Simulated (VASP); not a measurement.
Write the native input for VASP 6.6.1 that does the following.

| Item | Value |
| --- | --- |
| Task | relaxation of cell and atoms |
| Functional | PBE |
| Potentials or basis | VASP PAW PBE potentials, release 64 (Sr_sv, Ti_sv, O) |
| Cutoff | 600 eV |
| k mesh | 4 × 4 × 1 |
| Occupations | gaussian, width 0.15 eV |
| Spin | collinear spin |
| Starting moments | [0.0, 0.0, 1.0, 1.0, 1.0, 1.0, 0.0, 0.0, 0.0, 0.0, 0.0, 0.0, 0.0, 0.0] μB |
| Dipole correction | no |
| Further INCAR settings | ALGO = Normal; EDIFF = 1e-06; IBRION = 2; EDIFFG = -0.08; NSW = 36; ISIF = 3 |

The structure of SrTi2O4 lies in POSCAR:

```
SrTi2O4
1.0
    1.5850000000     -5.2500000000      0.0000000000
    1.5850000000      5.2500000000      0.0000000000
    0.0000000000      0.0000000000     10.8500000000
Sr Ti O
2 4 8
Direct
    0.3880000000      0.6120000000      0.2500000000
    0.6120000000      0.3880000000      0.7500000000
    0.8670000000      0.1330000000      0.9300000000
    0.8670000000      0.1330000000      0.5700000000
    0.1330000000      0.8670000000      0.4300000000
    0.1330000000      0.8670000000      0.0700000000
    0.9500000000      0.0500000000      0.7500000000
    0.2350000000      0.7650000000      0.8850000000
    0.2350000000      0.7650000000      0.6150000000
    0.0500000000      0.9500000000      0.2500000000
    0.7650000000      0.2350000000      0.3850000000
    0.7650000000      0.2350000000      0.1150000000
    0.5000000000      0.5000000000      0.0000000000
    0.5000000000      0.5000000000      0.5000000000
```

The input as run:

INCAR

```
SYSTEM = SrTi2O4
ALGO = Normal
EDIFF = 1E-6
EDIFFG = -0.08
ENCUT = 600
GGA = PE
IBRION = 2
ISIF = 3
ISMEAR = 0
ISPIN = 2
LASPH = .TRUE.
LCHARG = .FALSE.
LMAXMIX = 4
LORBIT = 11
LREAL = .FALSE.
LWAVE = .FALSE.
MAGMOM = 0 0 1 1 1 1 0 0 0 0 0 0 0 0
NELM = 150
NSW = 36
PREC = Accurate
SIGMA = 0.15
```

KPOINTS

```
k-points
0
G
  4 4 1
  0 0 0
```

Potentials or basis: VASP PAW PBE potentials, release 64 (Sr_sv, Ti_sv, O).

Launch:

```sh
$ cat potpaw_PBE.64/Sr_sv/POTCAR potpaw_PBE.64/Ti_sv/POTCAR potpaw_PBE.64/O/POTCAR > POTCAR
$ mpirun -np 1 vasp_std > vasp.out
```

Results of the run:

The relaxed volume is 11.62 Å³/atom and the relaxed cell is a = 5.193 Å, b = 5.193 Å, c = 10.249 Å, α = 90.00°, β = 90.00°, γ = 143.93°. The space group after relaxing (to 0.1 Å) is Cmcm (No. 63), the energy gained by relaxing is 186.8 meV/atom and the ionic steps are 10. The pressure after relaxing is -0.2 GPa. The largest force after relaxing is 0.053 eV/Å. The band gap on the k mesh is zero (filled and empty bands overlap) and the net moment is 0.00 μB per cell. The valence electrons inside the program's atomic spheres are Sr 8.12; Ti 10.22; O 5.03, 5.05, 5.02 (each value once).

Caveat: the k points lie up to 0.61 Å⁻¹ apart in the final cell; semilocal functionals often make such compounds metallic where correlation or magnetic order opens a gap, which also shifts bond lengths; the relaxation stopped at a loose force limit of 0.08 eV/Å, so its end isn't a converged minimum.

It took 83 min on 1 thread of Oxide Virtual Turin-like Processor, with other jobs on the host, peak memory 0.73 GiB.
